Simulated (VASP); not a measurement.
Here is a VASP 6.6.1 calculation.

The input INCAR:

```
SYSTEM = LuPdO2
  PREC = Accurate
  ENCUT = 520
  EDIFF = 1E-7
  ISMEAR = 0
  SIGMA = 0.1
  LREAL = .FALSE.
  LASPH = .TRUE.
  NELM = 60
  ALGO = Normal
  ISIF = 2
  LWAVE = .FALSE.
  LCHARG = .TRUE.
  GGA = PE
  LELF = .TRUE.
  LVHAR = .TRUE.
  NBANDS = 32
```

File KPOINTS:

```
regular mesh
0
G
  12 12 10
  0 0 0
```

File POSCAR:

```
LuPdO2
1.0
    3.7530360006      0.0000000000      0.0000000000
   -1.8765180003      3.2502245179      0.0000000000
    0.0000000000      0.0000000000      5.4801813369
Lu Pd O
1 1 2
Direct
    0.0000000000      0.0000000000      0.0000000000
    0.0000000000      0.0000000000      0.5000000000
    0.3333333333      0.6666666667      0.5000000000
    0.6666666667      0.3333333333      0.5000000000
```

Potentials or basis: VASP PAW PBE potentials, release 64 (Lu, Pd, O).

Run with:

```console
$ cat potpaw_PBE.64/Lu/POTCAR potpaw_PBE.64/Pd/POTCAR potpaw_PBE.64/O/POTCAR > POTCAR
$ mpirun -np 1 vasp_std > vasp.out
```

Task: Predict the pressure.

Result: 0.0 GPa.

Stress tensor (GPa, compression positive):
```
-0.04  0.00  0.00
 0.00 -0.04  0.00
 0.00  0.00  0.08
```

Caveat: an odd number of electrons without spin polarisation forces a metal; a magnetic or distorted state may lie lower.
